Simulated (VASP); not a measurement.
# Ga27P27H (a cell with a defect) in VASP: single point with PBE

Aim: the single point of Ga27P27H (a cell with a defect) with PBE.

Program: VASP 6.6.1. These are calculated values, not measurements. Logs are shortened: lines on timing, memory, paths and dates and some standing lists are left out, and cuts for length are marked.

### Step 1. The cell of the first run

The cell holds a defect, 55 atoms: a = 11.562 Å, b = 11.562 Å, c = 11.562 Å, α = 60.00°, β = 60.00°, γ = 60.00°.

### Step 2. Single point, PBE, collinear spin

The input, INCAR:

```
ALGO = Normal
EDIFF = 1E-6
ENCUT = 520
GGA = PE
ISIF = 2
ISMEAR = 0
ISPIN = 2
LASPH = True
LCHARG = False
LORBIT = 11
LREAL = Auto
LWAVE = False
MAGMOM = 0 0 0 0.11 0 0.2 0 0 0 0 0 0 0 0 0.2 0 0 0 0 0 0 0 0 0 0 0 0 0 0 0 0 0 0.2 0 0 0 0 0 0 0 0 0 0 0 0 0 0 0 0 0 0 0 0 0 0.2
NBANDS = 280
NCORE = 4
NELECT = 486.0
NELM = 150
PREC = Accurate
SIGMA = 0.05
```

The input, KPOINTS:

```
k-points
0
Gamma
  1 1 1
```

The input, POSCAR:

```
Ga27P27H
1.0
    0.0000000000      8.1757500000      8.1757500000
    8.1757500000      0.0000000000      8.1757500000
    8.1757500000      8.1757500000      0.0000000000
Ga P H
27 27 1
Direct
   -0.0009046767     -0.0026206016      0.0036783803
    0.0002903669      0.0012482311      0.3314759051
   -0.0004651567     -0.0012248659      0.6679788801
    0.0022667254      0.3340416855     -0.0052838818
    0.0002154126      0.3321287173      0.3315399885
   -0.0046538407      0.3272601252      0.6656527160
   -0.0008737753      0.6649640261      0.0036331054
   -0.0005048418      0.6639962881      0.3376182576
   -0.0044632109      0.6767907126      0.6654454720
    0.3331533641     -0.0026121914      0.0036709765
    0.3324373867     -0.0018747672      0.3365409374
    0.3330073630     -0.0020908153      0.6693938747
    0.3330693613      0.3310232796      0.0037322594
    0.3320767182      0.3314310149      0.3377203944
    0.3450114981      0.3272774166      0.6656537949
    0.3325256191      0.6644683636      0.0037887873
    0.3321922637      0.6639946459      0.3376129892
    0.3330417494      0.6649514862      0.6693811089
    0.6662399331     -0.0018415557      0.0026731123
    0.6662035459     -0.0018732410      0.3365416836
    0.6670230345     -0.0012239348      0.6679780392
    0.6654669612      0.3310229241      0.0037385655
    0.6694122739      0.3321346812      0.3315350783
    0.6669301548      0.3314267763      0.6680192506
    0.6655792026      0.6649669573      0.0036334841
    0.6662106875      0.6643697175      0.3365106961
    0.6659373034      0.6649502900      0.6693806889
    0.0834911612      0.0849391543      0.0813851104
    0.0826345742      0.0825819417      0.4173457678
    0.0827169637      0.0790415706      0.7538799250
    0.0834135615      0.4153028832      0.0814272981
    0.0826737989      0.4145734234      0.4159686295
    0.1021666392      0.4339377840      0.6949770975
    0.0826095864      0.7474691803      0.0875619222
    0.0827772090      0.7519614446      0.4157880803
    0.0827524356      0.7494300104      0.7538265883
    0.4163652835      0.0811871650      0.0864996837
    0.4160878278      0.0812868316      0.4198498913
    0.4176733937      0.0790526704      0.7538720447
    0.4155443642      0.4145489420      0.0876512250
    0.4200869709      0.4145690344      0.4159744896
    0.4175807064      0.4146546322      0.7539279274
    0.4156625677      0.7474807870      0.0875552352
    0.4161031156      0.7480125289      0.4198266523
    0.4159087661      0.7478877377      0.7536096734
    0.7492553423      0.0811872220      0.0865023222
    0.7507408381      0.0825881631      0.4173451612
    0.7497103178      0.0815946881      0.7522973790
    0.7531562749      0.4153061945      0.0814219175
    0.7506759150      0.4145613598      0.4173847177
    0.7471344272      0.4146558165      0.7539365431
    0.7492859711      0.7482750700      0.0864578635
    0.7493554705      0.7480160049      0.4198269098
    0.7472995181      0.7494271620      0.7538294804
    0.1546860733      0.4862597280      0.5376352791
```

Potentials or basis: VASP PAW PBE potentials, release 64 (Ga_d, P, H).

The run is started by

```bash
$ cat potpaw_PBE.64/Ga_d/POTCAR potpaw_PBE.64/P/POTCAR potpaw_PBE.64/H/POTCAR > POTCAR
$ mpirun -np 4 vasp_gam > vasp.out
```

OUTCAR:

```text
EDIFF = 1E-6
   ENCUT = 520
   GGA = PE
   ISIF = 2
   ISMEAR = 0
   ISPIN = 2
   LASPH = True
   LORBIT = 11
   LREAL = Auto
   NELECT = 486.0
   NELM = 150
   PREC = Accurate

 ion  position               nearest neighbor table
   1  0.999  0.997  0.004-  28 2.36  30 2.36  46 2.36  34 2.36
   2  0.000  0.001  0.331-  35 2.35  29 2.36  47 2.36  28 2.36
   3  1.000  0.999  0.668-  36 2.35  30 2.35  48 2.36  29 2.37
   4  0.002  0.334  0.995-  28 2.35  49 2.35  31 2.35  33 2.83
   5  0.000  0.332  0.332-  32 2.35  50 2.36  29 2.36  31 2.36
   6  0.995  0.327  0.666-  51 2.35  30 2.35  33 2.35  32 2.36
[... 24 lines left out ...]
  31  0.083  0.415  0.081-   4 2.35  13 2.36   7 2.36   5 2.36
  32  0.083  0.415  0.416-   5 2.35  14 2.36   8 2.36   6 2.36
  33  0.102  0.434  0.695-  55 1.49   9 2.35   6 2.35  15 2.35   4 2.83
  34  0.083  0.747  0.088-   1 2.36  16 2.36   7 2.36   8 2.36
  35  0.083  0.752  0.416-   2 2.35  17 2.36   8 2.36   9 2.36
  36  0.083  0.749  0.754-   9 2.35   3 2.35   7 2.36  18 2.36
  37  0.416  0.081  0.086-  13 2.36  10 2.36  19 2.36  11 2.36
  38  0.416  0.081  0.420-  12 2.36  20 2.36  11 2.36  14 2.36
  39  0.418  0.079  0.754-  15 2.35  21 2.35  10 2.36  12 2.36
[... 13 lines left out ...]
  53  0.749  0.748  0.420-  27 2.36  26 2.36  20 2.36   8 2.36
  54  0.747  0.749  0.754-   9 2.35  21 2.35  25 2.36  27 2.36
  55  0.155  0.486  0.538-  33 1.49

  LATTYP: Found a face centered cubic cell.
 ALAT       =    16.3515000000

  Lattice vectors:

 A1 = (   0.0000000000,   8.1757500000,   8.1757500000)
 A2 = (   8.1757500000,   0.0000000000,   8.1757500000)
 A3 = (   8.1757500000,   8.1757500000,   0.0000000000)

Analysis of symmetry for initial positions (statically):
=====================================================================
 Subroutine PRICEL returns:
 Original cell was already a primitive cell.

 Routine SETGRP: Setting up the symmetry group for a
 face centered cubic supercell.

 Subroutine GETGRP returns: Found  1 space group operations
 (whereof  1 operations were pure point group operations)
 out of a pool of 48 trial point group operations.

The static configuration has the point symmetry C_1 .

Analysis of symmetry for dynamics (positions and initial velocities):
=====================================================================
 Subroutine PRICEL returns:
 Original cell was already a primitive cell.

 Routine SETGRP: Setting up the symmetry group for a
 face centered cubic supercell.

 Subroutine GETGRP returns: Found  1 space group operations
[... 244 lines left out ...]
  ext. energy  EPLUGINS =         0.00000000
  ---------------------------------------------------
  free energy    TOTEN  =      -239.95609191 eV

  energy without entropy =     -239.95609191  energy(sigma->0) =     -239.95609191

 E-fermi :   4.9994     XC(G=0):  -9.7735

 val. band max:        4.7649736233   @ k =   0.0000   0.0000   0.0000
 cond. band min:       5.2261938644   @ k =   0.0000   0.0000   0.0000
 fundamental gap:      0.4612202411
 Fermi energy:         4.9993922924

 spin component 1

 k-point     1 :       0.0000    0.0000    0.0000
  band No.  band energies     occupation
      1     -10.2553      1.00000
      2     -10.2504      1.00000
      3     -10.2504      1.00000
      4     -10.1357      1.00000
      5     -10.1356      1.00000
      6     -10.0835      1.00000
[... 247 lines left out ...]
    254       6.6538      0.00000
    255       6.6539      0.00000
 Fermi energy:         4.9993922924

 spin component 2

 k-point     1 :       0.0000    0.0000    0.0000
  band No.  band energies     occupation
      1     -10.2553      1.00000
      2     -10.2504      1.00000
      3     -10.2504      1.00000
      4     -10.1357      1.00000
      5     -10.1356      1.00000
      6     -10.0835      1.00000
[... 247 lines left out ...]
    254       6.6538      0.00000
    255       6.6539      0.00000
 [bands above 255 left out]

------------------------ aborting loop because EDIFF is reached ----------------------------------------

  FORCE on cell =-STRESS in cart. coord.  units (eV):
  Direction    XX          YY          ZZ          XY          YZ          ZX
  --------------------------------------------------------------------------------------
  -------------------------------------------------------------------------------------
  Total       19.9065529     19.9182135     19.9190538     -2.2154119      2.2118953      2.2167728
  in kB       29.1805746     29.1976676     29.1988994     -3.2475231      3.2423682      3.2495182
  external PRESSURE =      29.1923805 kB  Pullay stress =       0.0000000 kB

 VOLUME and BASIS-vectors are now :
 -----------------------------------------------------------------------------
  energy-cutoff  :      520.00
  volume of cell :     1092.98
      direct lattice vectors                 reciprocal lattice vectors
     0.000000000  8.175750000  8.175750000    -0.061156469  0.061156469  0.061156469
     8.175750000  0.000000000  8.175750000     0.061156469 -0.061156469  0.061156469
     8.175750000  8.175750000  0.000000000     0.061156469  0.061156469 -0.061156469

 POSITION                                       TOTAL-FORCE (eV/Angst)
 -----------------------------------------------------------------------------------
      8.18440      8.19843     16.32268        -0.011128     -0.085211     -0.116949
      2.72027      2.71244      0.01258         0.282715      0.127389     -0.127496
     13.62696     13.63318     16.33768         0.088638     -0.020502     -0.087470
     10.86359      8.15108      2.74957         0.584416      0.581839     -0.581373
      5.42599      2.71235      2.71716         0.129616      0.129630     -0.279225
      8.11781     13.57991     10.81330        -0.057859     -0.057622     -0.357383
[... 47 lines left out ...]
     12.29025     12.27286     12.23686        -0.061663     -0.025190      0.003558
      8.37111      5.66025      5.24021         0.369900      0.368530     -0.368477
 -----------------------------------------------------------------------------------
    total drift:                               -0.005072     -0.015541      0.016985

  FREE ENERGIE OF THE ION-ELECTRON SYSTEM (eV)
  ---------------------------------------------------
  free  energy   TOTEN  =      -239.9560919111 eV

  energy  without entropy=     -239.9560919111  energy(sigma->0) =     -239.95609191

 total charge

# of ion       s       p       d       tot
------------------------------------------
    1        0.824   0.872  10.016  11.712
    2        0.835   0.868  10.014  11.717
    3        0.826   0.867  10.017  11.710
    4        0.887   0.753   9.993  11.633
    5        0.835   0.868  10.014  11.717
    6        0.841   0.871  10.017  11.729
[... 47 lines left out ...]
   54        0.990   1.577   0.000   2.567
   55        0.537   0.025   0.000   0.561
--------------------------------------------------
tot         49.701  65.875 270.402 385.978

 magnetization (x)

# of ion       s       p       d       tot
------------------------------------------
    1        0.000  -0.000   0.000  -0.000
    2       -0.000  -0.000   0.000  -0.000
    3       -0.000  -0.000   0.000  -0.000
    4        0.000   0.000   0.000   0.000
    5       -0.000  -0.000   0.000  -0.000
    6        0.000   0.000   0.000   0.000
[... 47 lines left out ...]
   54       -0.000  -0.000   0.000  -0.000
   55        0.000  -0.000   0.000   0.000
--------------------------------------------------
tot          0.000   0.000   0.000   0.000
```

Run time: 18 min. Hardware: 4 MPI ranks of Oxide Virtual Turin-like, shared host; peak memory 0.59 GiB.

Results:

* Free energy: -239.9561 eV
* Largest force: 1.086 eV/Å
* Net moment: 0.00 μB per cell
* Valence electrons inside the program's atomic spheres: Ga 11.71, 11.72, 11.63, 11.73 (each value once); P 2.56, 2.57 (each value once); H 0.56

Forces on the atoms (eV/Å):
```
Ga  -0.011 -0.085 -0.117
Ga   0.283  0.127 -0.127
Ga   0.089 -0.021 -0.087
Ga   0.584  0.582 -0.581
Ga   0.130  0.130 -0.279
Ga  -0.058 -0.058 -0.357
Ga   0.118 -0.086  0.011
Ga   0.058 -0.160 -0.058
Ga   0.362 -0.057  0.056
Ga  -0.011  0.117  0.085
Ga  -0.015  0.034  0.016
Ga  -0.028  0.014 -0.014
Ga  -0.086  0.117  0.011
Ga  -0.164  0.057 -0.057
Ga  -0.057  0.358  0.057
Ga  -0.016 -0.016  0.016
Ga   0.058  0.058  0.160
Ga   0.015  0.013  0.026
Ga   0.008  0.009 -0.009
Ga  -0.015 -0.016 -0.034
Ga   0.089  0.087  0.020
Ga  -0.086 -0.011 -0.117
Ga   0.129  0.280 -0.129
Ga  -0.020  0.088 -0.088
Ga   0.118 -0.011  0.086
Ga   0.034 -0.016  0.016
Ga   0.015 -0.026 -0.013
P   -0.180 -0.326  0.326
P   -0.060 -0.026  0.060
P   -0.022 -0.003  0.065
P   -0.326 -0.325  0.179
P   -0.125 -0.126 -0.157
P   -0.628 -0.625  0.628
P    0.003  0.077 -0.004
P    0.154 -0.123  0.122
P   -0.062 -0.003  0.025
P    0.003 -0.044 -0.006
P    0.015 -0.021  0.020
P   -0.022 -0.065  0.003
P    0.076  0.004 -0.003
P   -0.124  0.155  0.126
P   -0.003 -0.065  0.023
P    0.003  0.004 -0.077
P   -0.022 -0.020 -0.016
P    0.002  0.004 -0.005
P    0.003  0.005  0.043
P   -0.060 -0.060  0.026
P   -0.034 -0.033  0.032
P   -0.325 -0.179  0.324
P   -0.027 -0.059  0.060
P   -0.004 -0.024  0.064
P   -0.044  0.006 -0.006
P   -0.022  0.016  0.020
P   -0.062 -0.025  0.004
H    0.370  0.369 -0.368
```

Caveat: the k points lie up to 0.67 Å⁻¹ apart; the cell carries a net charge on a neutralising background, which shifts energy and pressure; the cell is charged against a uniform background, so pressure and absolute levels hang on convention.
